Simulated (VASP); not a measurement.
## YGeF5: relaxation of cell and atoms with PBE

The system is YGeF5.

```
Y Ge F
1.0
     0.00000    3.85221    3.85221
     3.85221    0.00000    3.85221
     3.85221    3.85221    0.00000
Y Ge F
1 1 5
Direct
  0.25000 0.25000 0.25000
  0.50000 0.50000 0.50000
  0.00000 0.00000 0.00000
  0.63580 0.09261 0.63580
  0.63580 0.63580 0.63580
  0.09261 0.63580 0.63580
  0.63580 0.63580 0.09261
```

The cell was generated, and may not be a known phase.

```json
{
  "Program": "VASP 6.6.1",
  "Task": "relaxation of cell and atoms",
  "Functional": "PBE",
  "Potentials or basis": "VASP PAW PBE potentials, release 64 (Y_sv, Ge_d, F)",
  "Cutoff": "600 eV",
  "k mesh": "8 × 8 × 8",
  "Occupations": "gaussian, width 0.02 eV",
  "Spin": "no spin polarisation",
  "Dipole correction": "no",
  "Further INCAR settings": "ALGO = Normal; EDIFF = 1e-06; IBRION = 2; EDIFFG = -0.01; NSW = 100; ISIF = 3"
}
```

| Quantity | Value |
| --- | --- |
| Relaxed volume | 16.29 Å³/atom |
| Relaxed cell | a = 5.443 Å, b = 5.443 Å, c = 5.443 Å, α = 60.00°, β = 60.00°, γ = 60.00° |
| Space group after relaxing (to 0.1 Å) | F-43m (No. 216) |
| Energy gained by relaxing | 0.1 meV/atom |
| Ionic steps | 4 |
| Pressure after relaxing | -0.1 GPa |
| Largest force after relaxing | 0.004 eV/Å |
| Band gap on the k mesh | 0.59 eV (least direct gap 0.67 eV) |

Forces in eV/Å, atoms in the order of the input:
```
Y    0.000  0.000  0.000
Ge   0.000  0.000  0.000
F    0.000  0.000  0.000
F   -0.002  0.002 -0.002
F    0.002  0.002  0.002
F    0.002 -0.002 -0.002
F   -0.002 -0.002  0.002
```

Step by step:
| step | energy change (eV) | largest force (eV/Å) | pressure (GPa) | volume (Å³) |
| --- | --- | --- | --- | --- |
| 1 | 0.0000 | 0.0925 | 0.00 | 114.33 |
| 2 | -0.0008 | 0.0010 | -0.18 | 114.33 |
| 3 | -0.0008 | 0.0003 | -0.17 | 114.33 |
| 4 | -0.0010 | 0.0038 | -0.05 | 114.04 |

Final structure:
```
CELL_PARAMETERS angstrom
0.00000 3.84890 3.84890
3.84890 0.00000 3.84890
3.84890 3.84890 0.00000
ATOMIC_POSITIONS crystal
Y 0.25000 0.25000 0.25000
Ge 0.50000 0.50000 0.50000
F 0.00000 0.00000 0.00000
F 0.63620 0.09140 0.63620
F 0.63620 0.63620 0.63620
F 0.09140 0.63620 0.63620
F 0.63620 0.63620 0.09140
```

Levels at points of the mesh, in eV from the valence-band top:
```
           k point  band 26  band 27  band 28  band 29  band 30  band 31  band 32  band 33  band 34  band 35
(0.00, 0.00, 0.00)    -4.68    -2.65    -2.65    -2.65    -1.31     0.72     0.72     0.72     1.37     1.37
(0.50, 0.00, 0.00)    -4.67    -2.74    -2.59    -2.59    -0.17     0.82     0.82     1.20     1.20     1.27
(0.50, 0.50, 0.00)    -4.79    -2.69    -2.61    -2.61    -0.04     0.80     0.80     0.86     1.33     1.78
```

Run time: 12 min on 1 thread of Oxide Virtual Turin-like Processor, on a shared host, peak memory 0.4 GiB.

Caveat: semilocal functionals underestimate gaps, and a narrow one can read as zero. A k mesh can miss the band edges.
